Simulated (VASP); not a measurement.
**Ni: single point with LDA**

The system is Ni, a slab with vacuum.

```xyz
9
Lattice="2.4202 0.0000 0.0000 0.0000 2.4202 0.0000 0.0000 0.0000 29.6909" Properties=species:S:1:pos:R:3 pbc="T T T"
Ni    0.0000    0.0000    8.0483
Ni    1.2101    1.2101    9.6983
Ni    0.0000    0.0000   11.4211
Ni    1.2101    1.2101   13.1353
Ni    0.0000    0.0000   14.8455
Ni    1.2101    1.2101   16.5556
Ni    0.0000    0.0000   18.2698
Ni    1.2101    1.2101   19.9926
Ni    0.0000    0.0000   21.6426
```

| Property | Result |
| --- | --- |
| Program | VASP 6.6.1 |
| Task | single point |
| Functional | LDA |
| Potentials or basis | VASP PAW LDA potentials, release 64 (Ni) |
| Cutoff | 520 eV |
| k mesh | 13 × 13 × 1 |
| Occupations | methfessel-paxton, width 0.1 eV |
| Spin | collinear spin, ferromagnetic start |
| Starting moments | [0.8, 0.8, 0.8, 0.8, 0.8, 0.8, 0.8, 0.8, 0.8] μB |

* Largest force: 0.017 eV/Å
* Net moment: 5.74 μB per cell
* Site moments: Ni +0.71, +0.63, +0.62, +0.60, +0.61 (each value once) μB
* Valence electrons inside the program's atomic spheres: Ni 9.28, 9.50, 9.47, 9.48 (each value once)

Forces in eV/Å, atoms in the order of the input:
```
Ni   0.000  0.000 -0.004
Ni   0.000  0.000  0.017
Ni   0.000  0.000  0.000
Ni   0.000  0.000 -0.003
Ni   0.000  0.000  0.000
Ni   0.000  0.000  0.003
Ni   0.000  0.000  0.000
Ni   0.000  0.000 -0.017
Ni   0.000  0.000  0.004
```

Levels at points of the mesh, in eV from the Fermi level:
Spin up:
| k point | band 46 | band 47 | band 48 | band 49 | band 50 | band 51 | band 52 | band 53 |
| --- | --- | --- | --- | --- | --- | --- | --- | --- |
| (0.00, 0.00, 0.00) | -0.55 | -0.49 | -0.49 | -0.49 | -0.46 | -0.36 | -0.36 | 0.31 |
Spin down:
```tsv
k point	band 42	band 43	band 44	band 45	band 46	band 47
(0.00, 0.00, 0.00)	-0.22	-0.06	-0.01	-0.01	0.07	0.21
```

Wall time 48 min on 1 thread of Intel Xeon 8259CL (shared host), peak memory 0.48 GiB.
